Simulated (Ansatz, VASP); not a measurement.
## Two plane-wave programs on C

```xyz
12
Lattice="2.5503 0.0000 0.0000 -1.2752 2.2086 0.0000 0.0000 0.0000 11.6772" Properties=species:S:1:pos:R:3 pbc="T T T"
C     0.0000    0.0000    2.1820
C     0.0000    0.0000    8.0206
C     0.0000    0.0000    3.6566
C     0.0000    0.0000    9.4952
C     0.0000    1.4724    6.0812
C     1.2752    0.7362    0.2426
C     0.0000    1.4724   11.4346
C     1.2752    0.7362    5.5960
C     0.0000    1.4724    7.5325
C     1.2752    0.7362    1.6939
C     0.0000    1.4724    9.9833
C     1.2752    0.7362    4.1447
```

Alike in both runs: task single point; functional LDA; k mesh 12 × 12 × 2; occupations gaussian, width 0.05 eV; no spin polarisation.

|  | VASP | Ansatz |
| --- | --- | --- |
| version | VASP 6.6.1 | Ansatz 0.2.0 |
| potentials or method | VASP PAW LDA potentials, release 64 (C), cutoff 520 eV | scalar-relativistic, plane waves, PAW |
| valence electrons in the cell | 48 | 48 |

Ansatz gave:

| Quantity | Value |
| --- | --- |
| gap on the k mesh at the Fermi level (eV) | 3.60 |
| least direct gap on the mesh (eV) | 4.53 |
| pressure (GPa) | 6.1 |
| traceless stress, the component that is largest in VASP (GPa) | 66.72 |
| rms of the force components (eV/Å) | 0.384 |

Problem. What did VASP give for the same quantities?

Solution. gap on the k mesh at the Fermi level (eV): 3.59; least direct gap on the mesh (eV): 4.53; pressure (GPa): 7.8; traceless stress, the component that is largest in VASP (GPa): 67.03; rms of the force components (eV/Å): 0.398.

Ansatz warns that its potentials were made for another functional, while VASP's fit it. LDA's correlation is that of Perdew and Zunger in VASP and of Perdew and Wang (1992) in Ansatz. Atom by atom the forces differ by 0.014 eV/Å (rms over components).
